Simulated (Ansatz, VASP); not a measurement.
**Ba in VASP and in Ansatz**

File INCAR:

```
PREC     = Accurate       # precision mode
ENCUT    = 520            # plane-wave cutoff, eV
EDIFF    = 1E-6           # SCF threshold, eV
ISMEAR   = 0              # smearing method
SIGMA    = 0.15           # smearing width, eV
LREAL    = F              # projectors in reciprocal space
LASPH    = T              # aspherical terms in the spheres
NELM     = 80             # most SCF steps
ALGO     = Fast           # electronic algorithm
ISIF     = 2              # what is computed and relaxed
LWAVE    = F              # write WAVECAR
LCHARG   = T              # write CHGCAR
GGA      = PS             # functional
LELF     = T              # ELF
LVHAR    = T            
NBANDS   = 11             # bands
```

The input KPOINTS:

```
Automatic mesh
0
Gamma
  14 14 14
```

File POSCAR:

```
Ba
1.0
    0.8880395705      3.6232743872      3.6232743872
    3.6232743872      0.8880395705      3.6232743872
    3.6232743872      3.6232743872      0.8880395705
Ba
1
Direct
    0.0000000000      0.0000000000      0.0000000000
```

Input for Ansatz:

```yaml
crystal:
  lattice:
    - [0.8880395705, 3.6232743872, 3.6232743872]
    - [3.6232743872, 0.8880395705, 3.6232743872]
    - [3.6232743872, 3.6232743872, 0.8880395705]
  atoms:
    - { symbol: Ba, position: [0.0, 0.0, 0.0] }
basis:
  ecutwfc: 420
kpoints:
  mp_grid: { grid: [14, 14, 14] }
hamiltonian:
  xc: pbesol
  pseudopotentials: { kind: paw }
scf:
  occupations: { method: gaussian, width: 0.15 }
output:
  forces: true
  stress: true
  eigenvalues: true
```

Alike in both runs: task single point; functional PBEsol; k mesh 14 × 14 × 14; occupations gaussian, width 0.15 eV; no spin polarisation.

```csv
,VASP,Ansatz
version,VASP 6.6.1,Ansatz 0.2.0
potentials or method,"VASP PAW PBE potentials, release 64 (Ba_sv), cutoff 520 eV","scalar-relativistic, plane waves, PAW"
valence electrons in the cell,10,10
```

Ansatz gave:

- gap on the k mesh at the Fermi level (eV): none
- pressure (GPa): 0.7
- traceless stress, the component that is largest in VASP (GPa): -2.33

Problem. What did VASP give for the same quantities?

Solution. gap on the k mesh at the Fermi level (eV): none; pressure (GPa): 0.8; traceless stress, the component that is largest in VASP (GPa): -2.37.

VASP's potentials were made for PBE, not for PBEsol. A gap of «none» marks a metal or a gap that the smearing closes.

Neither program's run includes spin-orbit coupling.
